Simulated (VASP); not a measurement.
Runs of VASP 6.6.1 on Sr. The structure is cubic, space group Fm-3m (No. 225). Conventional cell: a = 6.038 Å, b = 6.038 Å, c = 6.038 Å, α = 90.00°, β = 90.00°, γ = 90.00°. Sr (site symmetry m-3m) has 12 Sr at 4.27 Å within 5.6 Å. 

```csv
smearing,pressure (GPa)
methfessel-paxton 0.2 eV,0.0
methfessel-paxton 0.01 eV,-0.1
gaussian 0.01 eV,-0.1
gaussian 0.6 eV,(a)
methfessel-paxton 0.03 eV,-0.1
```

Alike in all rows: task single point; level PBE; potentials or basis VASP PAW PBE potentials, release 64 (Sr_sv); no spin polarisation; cell as given; k mesh 9 × 9 × 9; cutoff (eV) 520.

Problem. Estimate the missing entries.

Solution. (a) 0.1.

Caveats: so wide a smearing shifts energies and pressures (at least some runs).
